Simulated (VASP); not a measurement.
Runs of VASP 6.6.1 on MgS. The structure is that of space group R-3m (No. 166), or close to it. The cells are those of the table. 

```tsv
cell	gap on the mesh (eV)	pressure (GPa)
a = 3.938 Å, angles 52.2°, 2 atoms	1.56	-1.0
a = 3.303 Å, angles 82.7°, 2 atoms	-	-1.6
a = 3.506 Å, angles 67.3°, 2 atoms	1.54	-1.1
a = 4.634 Å, angles 38.9°, 2 atoms	none	1.0
a = 3.374 Å, angles 75.3°, 2 atoms	(b)	(a)
a = 3.596 Å, angles 63.2°, 2 atoms	2.21	-1.1
a = 4.226 Å, angles 45.7°, 2 atoms	none	0.1
a = 5.058 Å, angles 33.6°, 2 atoms	none	1.5
a = 3.780 Å, angles 56.6°, 2 atoms	2.34	-1.1
```

Alike in all rows: task single point; level PBEsol; potentials or basis VASP PAW PBE potentials, release 64 (Mg, S); no spin polarisation; k mesh 8 × 8 × 8; cutoff (eV) 520; smearing gaussian 0.05 eV.

Task: Estimate the missing entries.

Result: (a) -1.2; (b) 0.56.

Caveats: the PAW data sets were made with another functional, which shifts forces and pressure a little.

A k mesh can miss the band edges.

A gap of «none» marks levels without a gap at the run's occupations.
